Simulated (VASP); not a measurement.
# TiGe2W4 (P-4m2) in VASP: relaxation of cell and atoms with PBE

Aim: the relaxation of cell and atoms of TiGe2W4 with PBE.

Program: VASP 6.6.1. These are calculated values, not measurements. Logs are shortened: lines on timing, memory, paths and dates and some standing lists are left out, and cuts for length are marked.

## Step 1: The cell of the first run

Symmetry: P-4m2, No. 115, tetragonal system. The conventional cell has a = 3.727 Å, b = 3.727 Å, c = 8.678 Å, α = 90.00°, β = 90.00°, γ = 90.00°. Within 3.8 Å of Ti (site symmetry -4m2) lie 4 Ge at 2.79 Å and 4 W at 2.83 Å and 4 Ti at 3.73 Å. Within 3.5 Å of Ge (site symmetry 2mm) lie 8 W at 2.64 to 2.93 Å and 2 Ti at 2.79 Å. Within 3.5 Å of W (site symmetry 2mm) lie 4 Ge at 2.64 Å and 2 Ti at 2.83 Å and 4 W at 2.89 Å. W (site symmetry -4m2) has 8 W at 2.64 to 2.89 Å and 4 Ge at 2.93 Å within 3.5 Å. Within 3.5 Å of W (site symmetry -4m2) lie 8 W at 2.64 to 2.89 Å and 4 Ge at 2.93 Å.

The cell was generated, and may not be a known phase.

## Step 2: Relaxation of cell and atoms, PBE

Input file INCAR:

```
SYSTEM = TiGe2W4
ALGO = Fast
EDIFF = 1E-6
EDIFFG = -0.01
ENCUT = 600
GGA = PE
IBRION = 2
ISIF = 3
ISMEAR = 0
LASPH = .TRUE.
LCHARG = .FALSE.
LREAL = .FALSE.
LWAVE = .FALSE.
NELM = 60
NSW = 100
PREC = Accurate
SIGMA = 0.1
```

Input file KPOINTS:

```
k-points
0
G
  8 8 4
  0 0 0
```

Input file POSCAR:

```
TiGe2W4
1.0
    3.7265796047      0.0000000000      0.0000000000
    0.0000000000      3.7265796047      0.0000000000
    0.0000000000      0.0000000000      8.6778462616
Ti Ge W
1 2 4
Direct
    0.5000000000      0.5000000000      0.0000000000
    0.5000000000      0.0000000000      0.7604018011
    0.0000000000      0.5000000000      0.2395981989
    0.5000000000      0.0000000000      0.2459352169
    0.0000000000      0.5000000000      0.7540647831
    0.5000000000      0.5000000000      0.5000000000
    0.0000000000      0.0000000000      0.5000000000
```

Potentials or basis: VASP PAW PBE potentials, release 64 (Ti_sv, Ge_d, W_sv).

On the command line:

```sh
cat potpaw_PBE.64/Ti_sv/POTCAR potpaw_PBE.64/Ge_d/POTCAR potpaw_PBE.64/W_sv/POTCAR > POTCAR
mpirun -np 1 vasp_std > vasp.out
```

OUTCAR:

```text
SYSTEM = TiGe2W4
   EDIFF = 1E-6
   EDIFFG = -0.01
   ENCUT = 600
   GGA = PE
   IBRION = 2
   ISIF = 3
   ISMEAR = 0
   LASPH = .TRUE.
   LREAL = .FALSE.
   NELM = 60
   NSW = 100
   PREC = Accurate

 ion  position               nearest neighbor table
   1  0.500  0.500  0.000-   2 2.79   3 2.79   2 2.79   3 2.79   4 2.83   4 2.83   5 2.83   5 2.83

   2  0.500  0.000  0.760-   5 2.64   5 2.64   5 2.64   5 2.64   1 2.79   1 2.79   6 2.93   6 2.93
                             7 2.93   7 2.93
   3  0.000  0.500  0.240-   4 2.64   4 2.64   4 2.64   4 2.64   1 2.79   1 2.79   7 2.93   6 2.93
                             6 2.93   7 2.93
   4  0.500  0.000  0.246-   3 2.64   3 2.64   3 2.64   3 2.64   1 2.83   1 2.83   6 2.89   6 2.89
                             7 2.89   7 2.89
   5  0.000  0.500  0.754-   2 2.64   2 2.64   2 2.64   2 2.64   1 2.83   1 2.83   7 2.89   6 2.89
                             6 2.89   7 2.89
   6  0.500  0.500  0.500-   7 2.64   7 2.64   7 2.64   7 2.64   5 2.89   5 2.89   4 2.89   4 2.89
                             3 2.93   2 2.93   3 2.93   2 2.93
   7  0.000  0.000  0.500-   6 2.64   6 2.64   6 2.64   6 2.64   5 2.89   4 2.89   4 2.89   5 2.89
                             2 2.93   3 2.93   3 2.93   2 2.93

  LATTYP: Found a simple tetragonal cell.
 ALAT       =     3.7265796047
 C/A-ratio  =     2.3286356880

  Lattice vectors:

 A1 = (   3.7265796047,   0.0000000000,   0.0000000000)
 A2 = (   0.0000000000,   3.7265796047,   0.0000000000)
 A3 = (   0.0000000000,   0.0000000000,   8.6778462616)

Analysis of symmetry for initial positions (statically):
=====================================================================
 Subroutine PRICEL returns:
 Original cell was already a primitive cell.

 Routine SETGRP: Setting up the symmetry group for a
 simple tetragonal supercell.

 Subroutine GETGRP returns: Found  8 space group operations
 (whereof  8 operations were pure point group operations)
 out of a pool of 16 trial point group operations.

The static configuration has the point symmetry D_2d.

Analysis of symmetry for dynamics (positions and initial velocities):
=====================================================================
 Subroutine PRICEL returns:
 Original cell was already a primitive cell.

 Routine SETGRP: Setting up the symmetry group for a
 simple tetragonal supercell.

 Subroutine GETGRP returns: Found  8 space group operations
 (whereof  8 operations were pure point group operations)
 out of a pool of 16 trial point group operations.

[... 129 lines left out ...]
     AMIX     =   0.40;   BMIX     =  1.00
     AMIX_MAG =   1.60;   BMIX_MAG =  1.00
  volume/ion in A,a.u.               =      17.22       116.18
  Fermi-wavevector in a.u.,A,eV,Ry     =   1.517590  2.867828 31.335278  2.303078
  Thomas-Fermi vector in A             =   2.626824
   LORBIT       =      0    0 simple, 1 ext, 2 COOP (PROOUT), +10 PAW based schemes
   GGA     = PE    functional components
   LHFCALC =     F    Hartree Fock is set to
   AEXX    =    0.0000 exact exchange contribution
   IVDW    =     0    specifies the selected vdW correction
   LEPSILON=     F    determine dielectric tensor
   LRPA    =     F    only Hartree local field effects (RPA)
 conjugate gradient relaxation of ions
 non-spin polarized calculation
 RMM-DIIS sequential band-by-band and
 Gauss-broadening in eV      SIGMA  =   0.10
  energy-cutoff  :      600.00
  volume of cell :      120.51
 maximum number of plane-waves:      4074
 NGX is ok and might be reduce to    30
   NGX = 15   NGY = 15   NGZ = 35

--------------------------------------- Ionic step        1  -------------------------------------------

 number of electron      95.9999994 magnetization

 Free energy of the ion-electron system (eV)
  ---------------------------------------------------
  ext. energy  EPLUGINS =         0.00000000
  ---------------------------------------------------
  free energy    TOTEN  =       -66.00617883 eV

  energy without entropy =      -65.97529809  energy(sigma->0) =      -65.99073846

------------------------ aborting loop because EDIFF is reached ----------------------------------------

  FORCE on cell =-STRESS in cart. coord.  units (eV):
  Direction    XX          YY          ZZ          XY          YZ          ZX
  --------------------------------------------------------------------------------------
  -------------------------------------------------------------------------------------
  Total        0.4020824      0.4020824     -0.5480555      0.0000000      0.0000000      0.0000000
  in kB        5.3455564      5.3455564     -7.2862219      0.0000000      0.0000000      0.0000000
  external PRESSURE =       1.1349636 kB  Pullay stress =       0.0000000 kB
[... 104 lines left out ...]
  FREE ENERGIE OF THE ION-ELECTRON SYSTEM (eV)
  ---------------------------------------------------
  free  energy   TOTEN  =       -66.0089997128 eV

  energy  without entropy=      -65.9791401911  energy(sigma->0) =      -65.99406995

[... ionic steps 4 to 8 ...]

--------------------------------------- Ionic step        9  -------------------------------------------

 number of electron      95.9999980 magnetization

------------------------ aborting loop because EDIFF is reached ----------------------------------------
[... 77 lines left out ...]
--------------------------------------- Ionic step       11  -------------------------------------------

 number of electron      95.9999979 magnetization

 Free energy of the ion-electron system (eV)
  ---------------------------------------------------
  ext. energy  EPLUGINS =         0.00000000
  ---------------------------------------------------
  free energy    TOTEN  =       -66.00938813 eV

  energy without entropy =      -65.97974352  energy(sigma->0) =      -65.99456583

 E-fermi :   9.1523     XC(G=0): -12.3994

 val. band max:        9.1446074936   @ k =   0.5000   0.3750   0.0000
 cond. band min:       9.1555516276   @ k =   0.5000   0.0000   0.0000
 fundamental gap:      0.0109441340
 Fermi energy:         9.1523090083

 k-point     1 :       0.0000    0.0000    0.0000
  band No.  band energies     occupation
      1     -64.8385      2.00000
      2     -64.7915      2.00000
      3     -64.7734      2.00000
      4     -64.5728      2.00000
      5     -47.8577      2.00000
      6     -29.5232      2.00000
[... 1429 lines left out ...]
     56      11.1430      0.00000
     57      11.3829      0.00000

 [... further k-points ...]
[... 5 lines left out ...]
  --------------------------------------------------------------------------------------
  -------------------------------------------------------------------------------------
  Total       -0.0266146     -0.0266146     -0.0161820      0.0000000      0.0000000      0.0000000
  in kB       -0.3537632     -0.3537632     -0.2150918      0.0000000      0.0000000      0.0000000
  external PRESSURE =      -0.3075394 kB  Pullay stress =       0.0000000 kB
[... 22 lines left out ...]
  FREE ENERGIE OF THE ION-ELECTRON SYSTEM (eV)
  ---------------------------------------------------
  free  energy   TOTEN  =       -66.0093881337 eV

  energy  without entropy=      -65.9797435179  energy(sigma->0) =      -65.99456583

 reached required accuracy - stopping structural energy minimisation
```

OSZICAR:

```text
N       E                     dE             d eps       ncg     rms          rms(c)
DAV:   1     0.143811825472E+04    0.14381E+04   -0.54757E+04  6614   0.376E+03
DAV:   2     0.136564315092E+03   -0.13016E+04   -0.12662E+04  5138   0.997E+02
[... 175 lines left out ...]
RMM:   2    -0.660101792788E+02   -0.52821E-03   -0.23147E-03  7253   0.257E-01    0.190E-01
RMM:   3    -0.660094226746E+02    0.75660E-03   -0.53301E-04  7017   0.139E-01    0.427E-02
RMM:   4    -0.660093847758E+02    0.37899E-04   -0.14618E-04  6784   0.629E-02    0.131E-02
RMM:   5    -0.660093862598E+02   -0.14840E-05   -0.34390E-05  6598   0.291E-02    0.689E-03
RMM:   6    -0.660093873873E+02   -0.11275E-05   -0.15738E-05  5605   0.172E-02    0.339E-03
RMM:   7    -0.660093881337E+02   -0.74642E-06   -0.85157E-06  4854   0.107E-02
  11 F= -.66009388E+02 E0= -.65994566E+02  d E =-.652940E-04
```

It took 38 min on 1 thread of Intel Xeon 6975P-C (Granite Rapids), shared host; peak memory 0.49 GiB.

What came out:

```yaml
Free_energy: -66.0094 eV
Relaxed_volume: 17.22 Å³/atom
Relaxed_cell: a = 3.739 Å, b = 3.739 Å, c = 8.620 Å, α = 90.00°, β = 90.00°, γ = 90.00°
Space_group_after_relaxing_to_0.1_Å: P-4m2 (No. 115)
Energy_gained_by_relaxing: 0.5 meV/atom
Ionic_steps: 11
Pressure_after_relaxing: 0.0 GPa
Largest_force_after_relaxing: 0.009 eV/Å
Band_gap_on_the_k_mesh: zero (bands 48 and 49 overlap by 0.44 eV)
```

Forces in eV/Å, atoms in the order of the input:
```
Ti   0.000  0.000  0.000
Ge   0.000  0.000  0.009
Ge   0.000  0.000 -0.009
W    0.000  0.000  0.002
W    0.000  0.000 -0.002
W    0.000  0.000  0.000
W    0.000  0.000  0.000
```

Step by step:
| step | energy change (eV) | largest force (eV/Å) | pressure (GPa) | volume (Å³) |
| --- | --- | --- | --- | --- |
| 1 | 0.0000 | 0.0308 | 0.11 | 120.51 |
| 2 | -0.0027 | 0.0187 | -0.25 | 120.72 |
| 3 | -0.0028 | 0.0160 | -0.35 | 120.77 |
| 4 | -0.0023 | 0.0531 | 0.62 | 120.16 |
| 5 | -0.0031 | 0.0166 | 0.04 | 120.54 |
| 6 | -0.0031 | 0.0153 | 0.04 | 120.54 |
| 7 | -0.0031 | 0.0119 | -0.16 | 120.66 |
| 8 | -0.0031 | 0.0157 | -0.01 | 120.56 |
| 9 | -0.0031 | 0.0158 | -0.01 | 120.55 |
| 10 | -0.0032 | 0.0125 | -0.01 | 120.55 |
| 11 | -0.0032 | 0.0095 | -0.03 | 120.54 |

Final structure:
```cif
data_structure
_symmetry_space_group_name_H-M 'P 1'
_symmetry_Int_Tables_number 1
_cell_length_a 3.7395
_cell_length_b 3.7395
_cell_length_c 8.6198
_cell_angle_alpha 90.000
_cell_angle_beta 90.000
_cell_angle_gamma 90.000
_cell_volume 120.54
loop_
_atom_site_label
_atom_site_type_symbol
_atom_site_fract_x
_atom_site_fract_y
_atom_site_fract_z
_atom_site_occupancy
Ti1 Ti 0.50000 0.50000 0.00000 1
Ge1 Ge 0.50000 0.00000 0.76059 1
Ge2 Ge 0.00000 0.50000 0.23941 1
W1 W 0.50000 0.00000 0.24610 1
W2 W 0.00000 0.50000 0.75390 1
W3 W 0.50000 0.50000 0.50000 1
W4 W 0.00000 0.00000 0.50000 1
```

Caveat: spin-orbit coupling is left out, which moves the levels of the heavy elements.
